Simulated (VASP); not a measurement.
## H4C: single point with PBE+D3(BJ)

The system is H4C.

```
CELL_PARAMETERS angstrom
7.23043 0.00000 0.00000
0.00000 7.23043 0.00000
0.00000 0.00000 7.23043
ATOMIC_POSITIONS crystal
C 0.39512 0.00268 0.44730
C 0.85678 0.03002 0.12100
C 0.60096 0.64082 0.91112
C 0.10491 0.35074 0.81453
C 0.17371 0.38287 0.28303
C 0.74326 0.46517 0.41495
H 0.34858 0.12273 0.51946
H 0.55152 0.00087 0.41666
H 0.33764 0.99916 0.30886
H 0.36789 0.87481 0.52818
H 0.84480 0.91682 0.01032
H 0.95520 0.12796 0.07726
H 0.89610 0.94678 0.24537
H 0.72491 0.09143 0.15278
H 0.62461 0.72525 0.03161
H 0.45185 0.59894 0.91108
H 0.68181 0.50725 0.92087
H 0.64247 0.68701 0.77237
H 0.09904 0.20270 0.76896
H 0.21632 0.37620 0.91147
H 0.97709 0.40271 0.89023
H 0.11988 0.44051 0.68684
H 0.29867 0.31196 0.22439
H 0.14826 0.51473 0.21419
H 0.17956 0.42004 0.42914
H 0.03860 0.31059 0.27610
H 0.70055 0.34139 0.34171
H 0.85327 0.52370 0.33443
H 0.80425 0.38424 0.52724
H 0.64100 0.56006 0.46986
```

```
Program             : VASP 6.6.1
Task                : single point
Functional          : PBE
Dispersion          : D3(BJ)
Potentials or basis : VASP PAW PBE potentials, release 64 (C, H)
Cutoff              : 520 eV
k mesh              : 1 × 1 × 1
Occupations         : fermi-dirac, width 0.05 eV
Spin                : no spin polarisation
```

- Pressure: -0.4 GPa
- Largest force: 3.249 eV/Å
- Band gap on the k mesh: 6.80 eV
- Dispersion energy per atom: -0.027 eV

Forces in eV/Å, atoms in the order of the input:
```
C    2.151 -1.437 -0.502
C   -0.482 -3.210 -0.130
C   -0.440 -2.333 -0.634
C   -1.096  0.804 -0.747
C   -0.491  0.248  0.108
C    0.536 -1.414  0.654
H   -0.014  0.738  0.459
H   -1.291  0.363  0.708
H   -0.628 -0.232 -0.188
H   -0.175  0.391 -0.383
H   -0.165  1.277  0.740
H    0.998  0.864 -0.146
H    0.271  0.688 -0.299
H   -0.605  0.285 -0.234
H    0.348  0.531  0.022
H    0.625  0.291 -0.162
H   -0.468  0.669  0.401
H   -0.194  0.781  0.384
H   -0.164  0.774  0.454
H    0.483 -0.166 -0.080
H    0.705 -0.806 -0.753
H   -0.004 -0.640  1.089
H   -0.961  0.303  0.541
H    0.244  0.185 -0.379
H    0.777 -0.183  0.040
H    0.861 -0.368 -0.424
H   -1.177  0.218 -0.801
H    0.285  0.735 -0.160
H    0.435  0.636  0.732
H   -0.365  0.008 -0.308
```

Stress tensor (GPa, compression positive):
```
-0.34  1.25  1.52
 1.25 -0.73 -0.13
 1.52 -0.13 -0.02
```

Levels at points of the mesh, in eV from the valence-band top:
```tsv
k point	band 22	band 23	band 24	band 25	band 26	band 27
(0.00, 0.00, 0.00)	-0.21	-0.14	0.00	6.80	8.77	9.04
```

Run time: 47 s on 1 thread of AMD EPYC 7R43 64-Core Processor (Zen 3) (shared host), peak memory 0.32 GiB.

Caveat: the k points lie up to 0.87 Å⁻¹ apart.
